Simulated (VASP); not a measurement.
A run of VASP 6.6.1 is set up as follows.

Contents of POSCAR:

```
Si
1.0
    2.6205428149      0.0000000000      0.0000000000
   -1.3102714075      2.2694566494      0.0000000000
    0.0000000000      0.0000000000      2.3430366705
Si
1
Direct
    0.0000000000      0.0000000000      0.0000000000
```

The input INCAR.step1:

```
PREC = Accurate ; ENCUT = 520
ISMEAR = 0 ; SIGMA = 0.15
LREAL = False ; LASPH = True
NELM = 60 ; NBANDS = 8
GGA = PE ; ALGO = Normal
EDIFF = 1E-4 ; LWAVE = True
LCHARG = False
```

File INCAR.step2:

```
PREC = Accurate ; ENCUT = 520
EDIFF = 1E-6 ; ISMEAR = 0
SIGMA = 0.15 ; LREAL = False
LASPH = True ; NELM = 60
ALGO = Normal ; ISIF = 2
LWAVE = False ; LCHARG = False
METAGGA = R2SCAN ; LMIXTAU = True
NBANDS = 8 ; ISTART = 1
```

File KPOINTS:

```
Automatic mesh
0
Gamma
  24 24 20
```

Potentials or basis: VASP PAW PBE potentials, release 64 (Si).

Command:

```bash
$ cat potpaw_PBE.64/Si/POTCAR > POTCAR
$ cp INCAR.step1 INCAR
$ mpirun -np 1 vasp_std > vasp.out
$ cp INCAR.step2 INCAR
$ mpirun -np 1 vasp_std > vasp.out
```

(1) Predict the pressure.

(2) Estimate the band gap on the k mesh.

## Answers

(1) 10.5 GPa.

(2) zero (band 2 reaches 18.73 eV, above the bottom of band 3 at 5.13 eV).

Caveat: the cell differs from its parent crystal (strain +0.000 along x and y, -0.050 along z); the PAW data sets were made with another functional, which shifts forces and pressure a little.
